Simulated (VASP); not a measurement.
# SnSe2 (P-3m1) in VASP: further runs

Aim: see how the results for SnSe2 move with the level of theory and the settings. Levels: PBE, r2SCAN. Tasks: single point.

Everything below comes from runs of VASP 6.6.1. Logs are shortened: lines on timing, memory, paths and dates and some standing lists are left out, and cuts for length are marked.

## Step 1: The cell of the first run

It takes space group P-3m1 (No. 164, trigonal). Conventional cell: a = 3.825 Å, b = 3.825 Å, c = 6.180 Å, α = 90.00°, β = 90.00°, γ = 120.00°. Sn (site symmetry -3m) has 6 Se at 2.71 Å within 3.6 Å. Se (site symmetry 3m) has 3 Sn at 2.71 Å within 3.6 Å.

## Step 2: Single point, PBE (uniaxial z strain -0.8%)

Input file INCAR:

```
PREC = Accurate ; ENCUT = 520
EDIFF = 1E-7 ; ISMEAR = -1
SIGMA = 0.02 ; LREAL = F
LASPH = T ; NELM = 80
ALGO = Normal ; ISIF = 2
LWAVE = F ; LCHARG = F
GGA = PE ; NBANDS = 20
```

Input file KPOINTS:

```
regular mesh
0
Gamma
  12 12 4
```

Input file POSCAR:

```
SnSe2
1.0
    3.8251493193      0.0000000000      0.0000000000
   -1.9125746596      3.3126764838      0.0000000000
    0.0000000000      0.0000000000      6.1797534370
Sn Se
1 2
Direct
    0.0000000000      0.0000000000      0.0000000000
    0.3333333333      0.6666666667      0.2549354488
    0.6666666667      0.3333333333      0.7450645512
```

Potentials or basis: VASP PAW PBE potentials, release 64 (Sn_d, Se).

Command:

```sh
$ cat potpaw_PBE.64/Sn_d/POTCAR potpaw_PBE.64/Se/POTCAR > POTCAR
$ mpirun -np 1 vasp_std > vasp.out
```

OUTCAR:

```text
PREC = Accurate
   ENCUT = 520
   EDIFF = 1E-7
   ISMEAR = -1
   LREAL = F
   LASPH = T
   NELM = 80
   ISIF = 2
   GGA = PE

 ion  position               nearest neighbor table
   1  0.000  0.000  0.000-   2 2.71   3 2.71   2 2.71   3 2.71   3 2.71   2 2.71
   2  0.333  0.667  0.255-   1 2.71   1 2.71   1 2.71
   3  0.667  0.333  0.745-   1 2.71   1 2.71   1 2.71

  LATTYP: Found a hexagonal cell.
 ALAT       =     3.8251493193
 C/A-ratio  =     1.6155587459

  Lattice vectors:

 A1 = (   3.8251493193,   0.0000000000,   0.0000000000)
 A2 = (  -1.9125746596,   3.3126764838,   0.0000000000)
 A3 = (   0.0000000000,   0.0000000000,   6.1797534370)

Analysis of symmetry for initial positions (statically):
=====================================================================
 Subroutine PRICEL returns:
 Original cell was already a primitive cell.

 Routine SETGRP: Setting up the symmetry group for a
 hexagonal supercell.

 Subroutine GETGRP returns: Found 12 space group operations
 (whereof 12 operations were pure point group operations)
 out of a pool of 24 trial point group operations.

The static configuration has the point symmetry D_3d.

Analysis of symmetry for dynamics (positions and initial velocities):
=====================================================================
 Subroutine PRICEL returns:
 Original cell was already a primitive cell.

 Routine SETGRP: Setting up the symmetry group for a
 hexagonal supercell.

 Subroutine GETGRP returns: Found 12 space group operations
 (whereof 12 operations were pure point group operations)
 out of a pool of 24 trial point group operations.

The dynamic configuration has the point symmetry D_3d.

 Subroutine INISYM returns: Found 12 space group operations
 (whereof 12 operations are pure point group operations),
 and found     1 'primitive' translations

----------------------------------------------------------------------------------------

                                     Primitive cell

  volume of cell :      78.3066

  direct lattice vectors                    reciprocal lattice vectors
     3.825149319  0.000000000  0.000000000     0.261427703  0.150935355  0.000000000
    -1.912574660  3.312676484  0.000000000     0.000000000  0.301870709  0.000000000
     0.000000000  0.000000000  6.179753437     0.000000000  0.000000000  0.161818754

  length of vectors
     3.825149319  3.825149319  6.179753437     0.301870709  0.301870709  0.161818754

  position of ions in fractional coordinates (direct lattice)
     0.000000000  0.000000000  0.000000000
     0.333333333  0.666666667  0.254935449
     0.666666667  0.333333333  0.745064551

  ion indices of the primitive-cell ions
   primitive index   ion index
                 1           1
                 2           2
                 3           3

----------------------------------------------------------------------------------------

 KPOINTS: regular mesh

Automatic generation of k-mesh.
 Grid dimensions read from file:
 generate k-points for:   12   12    4

 Generating k-lattice:

  Cartesian coordinates                     Fractional coordinates (reciprocal lattice)
     0.021785642  0.012577946  0.000000000     0.083333333 -0.000000000  0.000000000
     0.000000000  0.025155892  0.000000000     0.000000000  0.083333333  0.000000000
     0.000000000  0.000000000  0.040454688     0.000000000  0.000000000  0.250000000

  Length of vectors
     0.025155892  0.025155892  0.040454688

  Shift w.r.t. Gamma in fractional coordinates (k-lattice)
     0.000000000  0.000000000  0.000000000

 Subroutine IBZKPT returns following result:
 ===========================================

 Found     69 irreducible k-points:

 Following reciprocal coordinates:
            Coordinates               Weight
  0.000000  0.000000  0.000000      1.000000
  0.083333  0.000000  0.000000      6.000000
  0.166667  0.000000  0.000000      6.000000
  0.250000  0.000000  0.000000      6.000000
  0.333333  0.000000  0.000000      6.000000
  0.416667  0.000000  0.000000      6.000000
[... 16 lines left out ...]
  0.166667  0.000000  0.250000      6.000000
  0.000000  0.166667  0.250000      6.000000
 [... further k-points ...]
   k-points           NKPTS =     69   k-points in BZ     NKDIM =     69   number of bands    NBANDS=     20
   number of dos      NEDOS =    301   number of ions     NIONS =      3
   total plane-waves  NPLWV =  37632
   dimension x,y,z NGX =    28 NGY =   28 NGZ =   48
   dimension x,y,z NGXF=    56 NGYF=   56 NGZF=   96
   ions per type =               1   2
   NGX,Y,Z   is equivalent  to a cutoff of  12.17, 12.17, 12.91 a.u.
   NGXF,Y,Z  is equivalent  to a cutoff of  24.34, 24.34, 25.83 a.u.
 SYSTEM =  unknown system
   PREC   = accura    normal or accurate (medium, high low for compatibility)
   ISTART =      0    job   : 0-new  1-cont  2-samecut
   ICHARG =      2    charge: 1-file 2-atom 10-const
   ISPIN  =      1    spin polarized calculation?
   LNONCOLLINEAR =      F non collinear calculations
   LSORBIT =      F    spin-orbit coupling
   LASPH  =      T    aspherical Exc in radial PAW
   ENCUT  =  520.0 eV  38.22 Ry    6.18 a.u.   7.11  7.11 11.49*2*pi/ulx,y,z
   NELM   =     80;   NELMIN=  2; NELMDL= -5     # of ELM steps
   EDIFF  = 0.1E-06   stopping-criterion for ELM
   LREAL  =      F    real-space projection
   EDIFFG = 0.1E-05   stopping-criterion for IOM
   NSW    =      0    number of steps for IOM
   IBRION =     -1    ionic relax: 0-MD 1-quasi-New 2-CG
   NFREE  =      0    steps in history (QN), initial steepest desc. (CG)
   ISIF   =      2    stress and relaxation
   ISYM   =      2    0-nonsym 1-usesym 2-fastsym
   POTIM  = 0.5000    time-step for ionic-motion
   TEBEG  =    0.0;   TEEND  =   0.0 temperature during run
   PSTRESS=    0.0 pullay stress
   NELECT =      26.0000    total number of electrons
   NUPDOWN=      -1.0000    fix difference up-down
   EMIN   =  10.00;   EMAX   =-10.00  energy-range for DOS
   EFERMI =   0.00;   METHOD = LEGACY
   ISMEAR =    -1;   SIGMA  =   0.02  broadening in eV -4-tet -1-fermi 0-gaus
   EFERMI_NEDOS =   21; number of points for ismear=-14 and -15
   IALGO  =     38    algorithm
   IMIX   =      4    mixing-type and parameters
     AMIX     =   0.40;   BMIX     =  1.00
     AMIX_MAG =   1.60;   BMIX_MAG =  1.00
  volume/ion in A,a.u.               =      26.10       176.15
  Fermi-wavevector in a.u.,A,eV,Ry     =   1.133617  2.142226 17.484683  1.285088
  Thomas-Fermi vector in A             =   2.270320
   LORBIT       =      0    0 simple, 1 ext, 2 COOP (PROOUT), +10 PAW based schemes
   GGA     = PE    functional components
   LHFCALC =     F    Hartree Fock is set to
   AEXX    =    0.0000 exact exchange contribution
   IVDW    =     0    specifies the selected vdW correction
   LEPSILON=     F    determine dielectric tensor
   LRPA    =     F    only Hartree local field effects (RPA)
 non-spin polarized calculation
  energy-cutoff  :      520.00
  volume of cell :       78.31
 maximum number of plane-waves:      2127
   NGX = 15   NGY = 15   NGZ = 23

 number of electron      26.0000003 magnetization

 Free energy of the ion-electron system (eV)
  ---------------------------------------------------
  ext. energy  EPLUGINS =         0.00000000
  ---------------------------------------------------
  free energy    TOTEN  =       -11.81855296 eV

  energy without entropy =      -11.81855296  energy(sigma->0) =      -11.81855296

 E-fermi :   4.4053     XC(G=0):  -9.4195

 val. band max:        4.0574427838   @ k =   0.0833   0.0833   0.0000
 cond. band min:       4.7626900931   @ k =   0.0000   0.4167   0.2500
 fundamental gap:      0.7052473093
 Fermi energy:         4.4052972884

 k-point     1 :       0.0000    0.0000    0.0000
  band No.  band energies     occupation
      1     -17.2078      2.00000
      2     -17.2078      2.00000
      3     -17.1711      2.00000
      4     -17.1593      2.00000
      5     -17.1593      2.00000
      6      -9.7691      2.00000
[... 12 lines left out ...]
     19      13.0197      0.00000
     20      13.0197      0.00000

 k-point     2 :       0.0833    0.0000    0.0000
  band No.  band energies     occupation
      1     -17.2106      2.00000
      2     -17.2053      2.00000
      3     -17.1692      2.00000
      4     -17.1610      2.00000
      5     -17.1591      2.00000
      6      -9.7015      2.00000
[... 12 lines left out ...]
     19      12.3693      0.00000
     20      13.1024      0.00000

 k-point     3 :       0.1667    0.0000    0.0000
  band No.  band energies     occupation
      1     -17.2192      2.00000
      2     -17.1989      2.00000
      3     -17.1672      2.00000
      4     -17.1619      2.00000
      5     -17.1578      2.00000
      6      -9.5033      2.00000
[... 12 lines left out ...]
     19      12.2461      0.00000
     20      13.2775      0.00000

 k-point     4 :       0.2500    0.0000    0.0000
  band No.  band energies     occupation
      1     -17.2320      2.00000
      2     -17.1923      2.00000
      3     -17.1722      2.00000
      4     -17.1542      2.00000
      5     -17.1541      2.00000
      6      -9.1903      2.00000
[... 12 lines left out ...]
     19      12.2857      0.00000
     20      13.6458      0.00000

 k-point     5 :       0.3333    0.0000    0.0000
  band No.  band energies     occupation
      1     -17.2455      2.00000
      2     -17.1883      2.00000
      3     -17.1771      2.00000
      4     -17.1475      2.00000
      5     -17.1457      2.00000
      6      -8.7980      2.00000
[... 12 lines left out ...]
     19      13.0270      0.00000
     20      13.8685      0.00000
[... 353 lines left out ...]
      6      -9.6149      2.00000
[... 12 lines left out ...]
     19      12.2184      0.00000
     20      12.9711      0.00000

 k-point    22 :       0.0000    0.0833    0.2500
  band No.  band energies     occupation
      1     -17.2106      2.00000
      2     -17.2053      2.00000
      3     -17.1692      2.00000
      4     -17.1610      2.00000
      5     -17.1591      2.00000
      6      -9.6149      2.00000
[... 12 lines left out ...]
     19      12.1520      0.00000
     20      12.6887      0.00000

 k-point    23 :       0.1667    0.0000    0.2500
  band No.  band energies     occupation
      1     -17.2192      2.00000
      2     -17.1989      2.00000
      3     -17.1671      2.00000
      4     -17.1619      2.00000
      5     -17.1578      2.00000
      6      -9.4188      2.00000
[... 12 lines left out ...]
     19      12.2977      0.00000
     20      13.2296      0.00000

 k-point    24 :       0.0000    0.1667    0.2500
  band No.  band energies     occupation
      1     -17.2192      2.00000
      2     -17.1989      2.00000
      3     -17.1672      2.00000
      4     -17.1619      2.00000
      5     -17.1578      2.00000
      6      -9.4184      2.00000
[... 12 lines left out ...]
     19      12.0385      0.00000
     20      12.9373      0.00000

 [... further k-points ...]
[... 5 lines left out ...]
  --------------------------------------------------------------------------------------
  -------------------------------------------------------------------------------------
  Total        1.4698026      1.4698026      1.5901964      0.0000000      0.0000000     -0.0000000
  in kB       30.0726043     30.0726043     32.5358979      0.0000000      0.0000000     -0.0000000
  external PRESSURE =      30.8937022 kB  Pullay stress =       0.0000000 kB

 VOLUME and BASIS-vectors are now :
 -----------------------------------------------------------------------------
  energy-cutoff  :      520.00
  volume of cell :       78.31
      direct lattice vectors                 reciprocal lattice vectors
     3.825149319  0.000000000  0.000000000     0.261427703  0.150935355  0.000000000
    -1.912574660  3.312676484  0.000000000     0.000000000  0.301870709  0.000000000
     0.000000000  0.000000000  6.179753437     0.000000000  0.000000000  0.161818754

 POSITION                                       TOTAL-FORCE (eV/Angst)
 -----------------------------------------------------------------------------------
      0.00000      0.00000      0.00000        -0.000000      0.000000      0.000000
     -0.00000      2.20845      1.57544         0.000000      0.000000      0.271128
      1.91257      1.10423      4.60432        -0.000000     -0.000000     -0.271128
 -----------------------------------------------------------------------------------
    total drift:                                0.000000      0.000000     -0.000000

  FREE ENERGIE OF THE ION-ELECTRON SYSTEM (eV)
  ---------------------------------------------------
  free  energy   TOTEN  =       -11.8185529575 eV

  energy  without entropy=      -11.8185529570  energy(sigma->0) =      -11.81855296
```

Run time: 72 s. Hardware: 1 thread of Intel Xeon Platinum 8488C (Sapphire Rapids), shared host; peak memory 0.25 GiB.

Results:

```yaml
Free_energy: -11.8186 eV
Pressure: 3.1 GPa
Largest_force: 0.271 eV/Å
Band_gap_on_the_k_mesh: 0.71 eV, indirect (least direct gap 1.07 eV)
```

Forces on the atoms (eV/Å):
```
Sn   0.000  0.000  0.000
Se   0.000  0.000  0.271
Se   0.000  0.000 -0.271
```

Caveat: the cell differs from its parent crystal (uniaxial z strain -0.8%); spin-orbit coupling is left out, which moves the levels of the heavy elements; this functional lacks dispersion, which binds the layers, so the pressure and a relaxed spacing across them are unreliable.

## Step 3: Single point, r2SCAN (uniaxial z strain -0.8%)

POSCAR is that of step 2.

Input file INCAR.step1:

```
SYSTEM = SnSe2
ALGO = Normal
EDIFF = 1E-4
ENCUT = 520
GGA = PE
ISMEAR = 0
LASPH = .TRUE.
LCHARG = .FALSE.
LREAL = .FALSE.
LWAVE = .TRUE.
NBANDS = 20
NELM = 100
PREC = Accurate
SIGMA = 0.01
```

Input file INCAR.step2:

```
SYSTEM = SnSe2
ALGO = Normal
EDIFF = 1E-7
ENCUT = 520
ISIF = 2
ISMEAR = 0
ISTART = 1
LASPH = .TRUE.
LCHARG = .FALSE.
LMIXTAU = .TRUE.
LREAL = .FALSE.
LWAVE = .FALSE.
METAGGA = R2SCAN
NBANDS = 20
NELM = 100
PREC = Accurate
SIGMA = 0.01
```

Input file KPOINTS:

```
k-points
0
G
  12 12 4
  0 0 0
```

Potentials or basis: VASP PAW PBE potentials, release 64 (Sn_d, Se).

Command:

```sh
$ cat potpaw_PBE.64/Sn_d/POTCAR potpaw_PBE.64/Se/POTCAR > POTCAR
$ cp INCAR.step1 INCAR
$ mpirun -np 1 vasp_std > vasp.out
$ cp INCAR.step2 INCAR
$ mpirun -np 1 vasp_std > vasp.out
```

OUTCAR:

```text
SYSTEM = SnSe2
   EDIFF = 1E-7
   ENCUT = 520
   ISIF = 2
   ISMEAR = 0
   ISTART = 1
   LASPH = .TRUE.
   LREAL = .FALSE.
   METAGGA = R2SCAN
   NELM = 100
   PREC = Accurate

 ion  position               nearest neighbor table
   1  0.000  0.000  0.000-   2 2.71   3 2.71   2 2.71   3 2.71   3 2.71   2 2.71
   2  0.333  0.667  0.255-   1 2.71   1 2.71   1 2.71
   3  0.667  0.333  0.745-   1 2.71   1 2.71   1 2.71

  LATTYP: Found a hexagonal cell.
[... 747 lines left out ...]

  FORCE on cell =-STRESS in cart. coord.  units (eV):
  Direction    XX          YY          ZZ          XY          YZ          ZX
  --------------------------------------------------------------------------------------
  -------------------------------------------------------------------------------------
  Total        0.5325053      0.5325053      0.5560600      0.0000000      0.0000000      0.0000000
  in kB       10.8952186     10.8952186     11.3771542      0.0000000      0.0000000      0.0000000
  external PRESSURE =      11.0558638 kB  Pullay stress =       0.0000000 kB

 VOLUME and BASIS-vectors are now :
 -----------------------------------------------------------------------------
  energy-cutoff  :      520.00
  volume of cell :       78.31
      direct lattice vectors                 reciprocal lattice vectors
     3.825149319  0.000000000  0.000000000     0.261427703  0.150935355  0.000000000
    -1.912574660  3.312676484  0.000000000     0.000000000  0.301870709  0.000000000
     0.000000000  0.000000000  6.179753437     0.000000000  0.000000000  0.161818754

 POSITION                                       TOTAL-FORCE (eV/Angst)
 -----------------------------------------------------------------------------------
      0.00000      0.00000      0.00000        -0.000000      0.000000      0.000000
     -0.00000      2.20845      1.57544        -0.000000      0.000000     -0.024122
      1.91257      1.10423      4.60432         0.000000     -0.000000      0.024122
 -----------------------------------------------------------------------------------
    total drift:                                0.000000      0.000000     -0.000000

  FREE ENERGIE OF THE ION-ELECTRON SYSTEM (eV)
  ---------------------------------------------------
  free  energy   TOTEN  =       -54.6211748165 eV

  energy  without entropy=      -54.6211748165  energy(sigma->0) =      -54.62117482
```

OSZICAR.step1:

```text
N       E                     dE             d eps       ncg     rms          rms(c)
DAV:   1     0.203674912084E+03    0.20367E+03   -0.12073E+04  2828   0.146E+03
DAV:   2     0.114943226525E+02   -0.19218E+03   -0.18488E+03  2932   0.386E+02
DAV:   3    -0.112457636656E+02   -0.22740E+02   -0.22074E+02  3320   0.113E+02
DAV:   4    -0.120591118072E+02   -0.81335E+00   -0.81179E+00  3280   0.221E+01
DAV:   5    -0.120787160792E+02   -0.19604E-01   -0.19603E-01  3864   0.362E+00    0.498E+00
DAV:   6    -0.118346375282E+02    0.24408E+00   -0.51214E-01  4184   0.735E+00    0.321E+00
DAV:   7    -0.118179990069E+02    0.16639E-01   -0.15101E-01  3228   0.241E+00    0.102E+00
DAV:   8    -0.118180210018E+02   -0.21995E-04   -0.11716E-02  3488   0.101E+00    0.276E-01
DAV:   9    -0.118185147994E+02   -0.49380E-03   -0.15059E-03  3124   0.292E-01    0.846E-02
DAV:  10    -0.118185214294E+02   -0.66300E-05   -0.10802E-04  2492   0.744E-02
   1 F= -.11818521E+02 E0= -.11818521E+02  d E =-.384938E-12
```

Wall time 5.1 min (1 thread of Intel Xeon Platinum 8488C (Sapphire Rapids), shared host); peak memory 0.26 GiB.

What came out:

```
Free energy            : -54.6212 eV
Pressure               : 1.1 GPa
Largest force          : 0.024 eV/Å
Band gap on the k mesh : 0.99 eV, indirect (least direct gap 1.49 eV)
```

Forces on the atoms (eV/Å):
```
Sn   0.000  0.000  0.000
Se   0.000  0.000 -0.024
Se   0.000  0.000  0.024
```

Levels at points of the mesh, in eV from the valence-band top:
| k point | band 9 | band 10 | band 11 | band 12 | band 13 | band 14 | band 15 | band 16 | band 17 | band 18 |
| --- | --- | --- | --- | --- | --- | --- | --- | --- | --- | --- |
| (0.00, 0.00, 0.00) | -0.63 | -0.63 | -0.36 | -0.36 | -0.10 | 1.39 | 3.53 | 5.03 | 5.03 | 8.70 |
| (0.50, 0.00, 0.00) | -4.44 | -3.00 | -2.60 | -1.30 | -0.31 | 1.39 | 4.22 | 5.71 | 5.79 | 7.45 |
| (0.00, 0.00, 0.50) | -2.19 | -0.74 | -0.74 | -0.19 | -0.19 | 2.81 | 3.47 | 4.74 | 4.74 | 8.49 |
| (0.50, 0.00, 0.50) | -4.93 | -2.40 | -2.02 | -0.88 | -0.74 | 0.99 | 4.61 | 5.15 | 6.30 | 6.60 |

Caveat: the cell differs from its parent crystal (uniaxial z strain -0.8%); the PAW data sets were made with another functional, which shifts forces and pressure a little; spin-orbit coupling is left out, which moves the levels of the heavy elements.
